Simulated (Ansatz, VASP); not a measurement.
One calculation of GaP, two programs

POSCAR

```
GaP
1.0
    0.0000000000      2.5585353464      2.5585353464
    2.5585353464      0.0000000000      2.5585353464
    2.5585353464      2.5585353464      0.0000000000
Ga P
1 1
Direct
    0.0000000000      0.0000000000      0.0000000000
    0.5000000000      0.5000000000      0.5000000000
```

File INCAR.step1:

```
ALGO = Normal ; EDIFF = 1E-5
ENCUT = 520 ; GGA = PE
ISIF = 2 ; ISMEAR = -1
LASPH = T ; LCHARG = F
LREAL = F ; LWAVE = T
NBANDS = 16 ; NELM = 80
PREC = Accurate ; SIGMA = 0.02
```

INCAR.step2

```
AEXX = 0.4 ; ALGO = Normal
EDIFF = 1E-6 ; ENCUT = 520
GGA = PE ; HFSCREEN = 0.5
ISIF = 2 ; ISMEAR = -1
ISTART = 1 ; LASPH = T
LCHARG = F ; LHFCALC = T
LREAL = F ; LWAVE = F
NBANDS = 16 ; NELM = 80
PREC = Accurate ; PRECFOCK = Normal
SIGMA = 0.02
```

Contents of KPOINTS:

```
k-points
0
Gamma
  4 4 4
```

Input for Ansatz:

```yaml
crystal:
  lattice:
    - [0.0, 2.5585353464, 2.5585353464]
    - [2.5585353464, 0.0, 2.5585353464]
    - [2.5585353464, 2.5585353464, 0.0]
  atoms:
    - { symbol: Ga, position: [0.0, 0.0, 0.0] }
    - { symbol: P, position: [0.5, 0.5, 0.5] }
kpoints:
  mp_grid: { grid: [4, 4, 4] }
hamiltonian:
  xc: { exchange: pbe, correlation: pbe, exx: { coeff: 0.4, omega: 0.5 } }
scf:
  occupations: { method: fermi_dirac, width: 0.02 }
  n_extra_bands: 4
output:
  forces: true
  stress: true
  eigenvalues: true
```

Alike in both runs: task single point; functional PBE-based screened hybrid; k mesh 4 × 4 × 4; occupations fermi-dirac, width 0.02 eV; no spin polarisation.

|  | VASP | Ansatz |
| --- | --- | --- |
| version | VASP 6.6.1 | Ansatz 0.2.0 |
| potentials or method | VASP PAW PBE potentials, release 64 (Ga_d, P) | plane waves |
| plane-wave cutoff (eV) | 520 | 420 |
| valence electrons in the cell | 18 | 18 |

|  | VASP | Ansatz | Ansatz less VASP |
| --- | --- | --- | --- |
| pressure (GPa) | 1.0 | 0.9 | -0.03 |

VASP's potentials were made for PBE, not for PBE-based screened hybrid. With one functional, cell and mesh, what is left measures potentials, basis and numerics. Ansatz's warnings: filled band counts differ across k points, stress exchange threshold loose, stress scf threshold loose.

The k mesh is coarse, so the values compare programs but aren't converged.
